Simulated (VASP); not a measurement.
As2Pb: single point with PBE

The system is As2Pb.

```
As Pb
1.0
     3.91073   -0.00035    0.00014
    -0.00038    3.91113   -0.00379
     0.00034   -0.01064   11.04404
As Pb
4 2
Direct
  0.49953 0.49772 0.35334
  0.50067 0.50163 0.85333
  0.50025 0.50240 0.14668
  0.49972 0.49810 0.64666
  0.99907 0.99592 0.50000
  0.00076 0.00422 0.99999
```

```
Program             : VASP 6.6.1
Task                : single point
Functional          : PBE
Potentials or basis : VASP PAW PBE potentials, release 64 (As, Pb_d)
Cutoff              : 520 eV
k mesh              : 6 × 6 × 2
Occupations         : gaussian, width 0.2 eV
Spin                : no spin polarisation
```

```
Pressure               : 0.1 GPa
Largest force          : 0.067 eV/Å
Band gap on the k mesh : zero (band 24 reaches 5.17 eV, above the bottom of band 25 at 2.86 eV)
```

Forces in eV/Å, atoms in the order of the input:
```
As   0.000  0.001  0.066
As  -0.002  0.000  0.067
As   0.001 -0.001 -0.067
As   0.000  0.001 -0.067
Pb   0.001  0.002  0.000
Pb   0.000 -0.003  0.000
```

Stress tensor (GPa, compression positive):
```
0.01 0.00 0.00
0.00 0.01 0.01
0.00 0.01 0.32
```

Levels at points of the mesh, in eV from the Fermi level:
| k point | band 20 | band 21 | band 22 | band 23 | band 24 | band 25 | band 26 | band 27 | band 28 | band 29 |
| --- | --- | --- | --- | --- | --- | --- | --- | --- | --- | --- |
| (0.00, 0.00, 0.00) | -1.66 | -0.52 | -0.52 | -0.41 | -0.41 | 1.78 | 1.96 | 1.97 | 2.35 | 2.42 |
| (0.50, 0.00, 0.00) | -1.60 | -1.10 | -0.60 | -0.23 | 0.31 | 1.35 | 1.41 | 2.19 | 2.42 | 3.07 |
| (0.00, 0.50, 0.00) | -1.60 | -1.10 | -0.59 | -0.23 | 0.31 | 1.35 | 1.41 | 2.19 | 2.43 | 3.07 |
| (0.50, 0.50, 0.00) | -3.37 | -3.37 | -2.60 | -2.60 | -0.86 | -0.06 | -0.06 | 0.45 | 1.45 | 1.74 |
| (0.00, 0.00, 0.50) | -1.36 | -1.36 | -1.36 | 0.89 | 0.89 | 0.89 | 0.89 | 1.64 | 1.64 | 4.40 |
| (0.50, 0.00, 0.50) | -3.33 | -0.44 | -0.44 | 0.14 | 0.14 | 1.78 | 1.78 | 2.10 | 2.10 | 3.15 |
| (0.00, 0.50, 0.50) | -3.33 | -0.44 | -0.44 | 0.14 | 0.14 | 1.78 | 1.78 | 2.10 | 2.10 | 3.16 |
| (0.50, 0.50, 0.50) | -4.00 | -2.42 | -2.42 | -1.42 | -1.42 | -1.42 | -1.42 | 0.87 | 0.87 | 3.49 |

Wall time 4 min on 1 thread of AMD EPYC 7R13 (shared host), peak memory 0.34 GiB.

Caveat: spin-orbit coupling is left out, which moves the levels of the heavy elements.
